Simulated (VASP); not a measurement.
# ZnS (P1) in VASP: notebook, part 2 of 2

VASP 6.6.1.

### 4 Single point, r2SCAN (atom 1 (Zn) moved by (-0.300, +0.000) A along x and z)

Input file POSCAR:

```
ZnS
1.0
    3.8109987816      0.0000000000      0.0000000000
   -1.9054993908      3.3004217586      0.0000000000
    0.0000000000      0.0000000000      6.2340000000
Zn S
2 2
Direct
    0.2546138120      0.6666666667      0.0000000000
    0.6666666667      0.3333333333      0.5000000000
    0.3333333333      0.6666666667      0.3850000000
    0.6666666667      0.3333333333      0.8850000000
```

Input file INCAR.step1:

```
PREC     = Accurate       # precision mode
ENCUT    = 520            # plane-wave cutoff, eV
ISMEAR   = 0              # smearing method
SIGMA    = 0.05           # smearing width, eV
LREAL    = False          # projectors in reciprocal space
LASPH    = True           # aspherical terms in the spheres
NELM     = 80             # most SCF steps
NBANDS   = 26             # bands
GGA      = PE             # functional
ALGO     = Normal         # electronic algorithm
EDIFF    = 1E-4           # SCF threshold, eV
LWAVE    = True           # write WAVECAR
LCHARG   = False          # write CHGCAR
```

Input file INCAR.step2:

```
PREC     = Accurate       # precision mode
ENCUT    = 520            # plane-wave cutoff, eV
EDIFF    = 1E-6           # SCF threshold, eV
ISMEAR   = 0              # smearing method
SIGMA    = 0.05           # smearing width, eV
LREAL    = False          # projectors in reciprocal space
LASPH    = True           # aspherical terms in the spheres
NELM     = 80             # most SCF steps
ALGO     = Normal         # electronic algorithm
ISIF     = 2              # what is computed and relaxed
LWAVE    = False          # write WAVECAR
LCHARG   = False          # write CHGCAR
METAGGA  = R2SCAN         # meta-GGA
LMIXTAU  = True         
NBANDS   = 26             # bands
ISTART   = 1
```

Input file KPOINTS:

```
Automatic mesh
0
Gamma
  6 6 4
```

On the command line:

```console
> cat potpaw_PBE.64/Zn/POTCAR potpaw_PBE.64/S/POTCAR > POTCAR
> cp INCAR.step1 INCAR
> mpirun -np 1 vasp_std > vasp.out
> cp INCAR.step2 INCAR
> mpirun -np 1 vasp_std > vasp.out
```

It took 14 min on 1 thread of AMD EPYC, shared host; peak memory 0.25 GiB.

It converged, with:

```
Free energy            : -37.3712 eV
Pressure               : 2.1 GPa
Largest force          : 2.748 eV/Å
Band gap on the k mesh : 2.74 eV
```

Forces on the atoms (eV/Å):
```
Zn   2.352  1.031  0.980
Zn   0.034 -0.006  0.325
S   -0.116  0.024 -0.390
S   -2.271 -1.049 -0.915
```

Stress tensor (GPa, compression positive):
```
 4.58  4.11  2.69
 4.11  2.38  1.52
 2.69  1.52 -0.54
```

Levels at points of the mesh, in eV from the valence-band top:
| k point | band 15 | band 16 | band 17 | band 18 | band 19 | band 20 | band 21 | band 22 |
| --- | --- | --- | --- | --- | --- | --- | --- | --- |
| (0.00, 0.00, 0.00) | -0.77 | -0.25 | -0.06 | 0.00 | 2.74 | 3.41 | 6.46 | 6.96 |
| (0.50, 0.00, 0.00) | -3.14 | -2.35 | -1.93 | -1.07 | 4.06 | 4.82 | 5.39 | 7.49 |
| (0.00, 0.50, 0.00) | -3.36 | -2.30 | -1.72 | -0.97 | 3.77 | 4.65 | 5.32 | 7.48 |
| (0.50, 0.50, 0.00) | -3.47 | -2.43 | -1.51 | -1.09 | 3.60 | 4.58 | 5.41 | 7.48 |
| (0.00, 0.00, 0.50) | -0.98 | -0.59 | -0.55 | -0.20 | 3.95 | 4.00 | 6.58 | 7.06 |
| (0.50, 0.00, 0.50) | -1.94 | -1.81 | -1.62 | -1.57 | 3.75 | 4.19 | 5.35 | 5.77 |
| (0.00, 0.50, 0.50) | -1.97 | -1.85 | -1.67 | -1.33 | 3.86 | 3.92 | 5.34 | 5.50 |
| (0.50, 0.50, 0.50) | -1.93 | -1.81 | -1.70 | -1.45 | 3.63 | 4.05 | 5.11 | 5.67 |

Caveat: the cell differs from its parent crystal (atom 1 (Zn) moved by (-0.300, +0.000) A along x and z); the PAW data sets were made with another functional, which shifts forces and pressure a little.

### 5 Single point, r2SCAN (atom 1 (Zn) moved by (-0.300, +0.600) A along x and z)

POSCAR, as its differences from that of step 4:

```diff
@@ -8,3 +8,3 @@
 Direct
-    0.2546138120      0.6666666667      0.0000000000
+    0.2546138120      0.6666666667      0.0962463908
     0.6666666667      0.3333333333      0.5000000000
```

Input file INCAR.step1:

```
SYSTEM = ZnS
ALGO = Normal
EDIFF = 1E-4
ENCUT = 520
GGA = PE
ISMEAR = 0
LASPH = .True.
LCHARG = .False.
LREAL = .False.
LWAVE = .True.
NBANDS = 26
NELM = 80
PREC = Accurate
SIGMA = 0.05
```

Input file INCAR.step2:

```
SYSTEM = ZnS
ALGO = Normal
EDIFF = 1E-6
ENCUT = 520
ISIF = 2
ISMEAR = 0
ISTART = 1
LASPH = .True.
LCHARG = .False.
LMIXTAU = .True.
LREAL = .False.
LWAVE = .False.
METAGGA = R2SCAN
NBANDS = 26
NELM = 80
PREC = Accurate
SIGMA = 0.05
```

Input file KPOINTS:

```
k-points
0
Gamma
  6 6 4
  0 0 0
```

On the command line:

```console
> cat potpaw_PBE.64/Zn/POTCAR potpaw_PBE.64/S/POTCAR > POTCAR
> cp INCAR.step1 INCAR
> mpirun -np 1 vasp_std > vasp.out
> cp INCAR.step2 INCAR
> mpirun -np 1 vasp_std > vasp.out
```

Run time: 21 min. Hardware: 1 thread of AMD EPYC, shared host; peak memory 0.25 GiB.

The run converged. Its results:

- Free energy: -35.4178 eV
- Pressure: 9.7 GPa
- Largest force: 11.587 eV/Å
- Band gap on the k mesh: 1.55 eV

Forces in eV/Å, atoms in the order of the input:
```
Zn   -1.165   0.117 -11.527
Zn    0.070  -0.011   1.588
S     1.426   0.060   9.167
S    -0.330  -0.166   0.772
```

Stress tensor (GPa, compression positive):
```
 0.94 -0.43  5.50
-0.43 -0.80  0.36
 5.50  0.36 28.99
```

Levels at points of the mesh, in eV from the valence-band top:
```tsv
k point	band 14	band 15	band 16	band 17	band 18	band 19	band 20	band 21	band 22	band 23
(0.00, 0.00, 0.00)	-2.50	-2.34	-1.25	-0.25	0.00	1.55	3.33	5.34	5.64	6.96
(0.50, 0.00, 0.00)	-4.70	-4.00	-3.61	-2.84	-0.69	2.71	4.22	4.88	5.82	6.91
(0.00, 0.50, 0.00)	-4.84	-3.70	-3.56	-2.81	-0.73	2.60	4.08	4.56	5.98	7.00
(0.50, 0.50, 0.00)	-4.90	-3.69	-3.31	-2.61	-0.83	2.68	4.03	4.23	5.80	7.07
(0.00, 0.00, 0.50)	-3.44	-2.33	-2.28	-0.51	-0.07	2.41	4.45	5.35	5.58	6.20
(0.50, 0.00, 0.50)	-5.08	-3.45	-2.94	-2.00	-1.03	2.40	2.98	4.49	6.18	7.35
(0.00, 0.50, 0.50)	-5.01	-3.45	-2.93	-2.01	-1.02	2.34	3.03	4.47	5.74	7.65
(0.50, 0.50, 0.50)	-4.89	-3.47	-2.67	-1.98	-1.21	2.29	3.00	4.54	5.66	7.45
```

Caveat: the cell differs from its parent crystal (atom 1 (Zn) moved by (-0.300, +0.600) A along x and z); the cell stands under pressure; the PAW data sets were made with another functional, which shifts forces and pressure a little.

### 6 The runs side by side

| cell | gap on the mesh (eV) | pressure (GPa) | largest force (eV/Å) |
| --- | --- | --- | --- |
| as given, atomic positions A | 2.16 | 5.4 | 4.26 |
| as given, atomic positions B | 2.14 | 6.6 | 5.05 |
| as given, atomic positions C | 2.74 | 2.1 | 2.75 |
| as given, atomic positions D | 1.55 | 9.7 | 11.59 |

Alike in all rows: task single point; level r2SCAN; potentials or basis VASP PAW PBE potentials, release 64 (Zn, S); no spin polarisation; k mesh 6 × 6 × 4; cutoff (eV) 520; smearing gaussian 0.05 eV.

Caveats: the PAW data sets were made with another functional, which shifts forces and pressure a little; the cell stands under pressure (at least some runs).

Absolute energies hang on the potentials; compare differences alone.
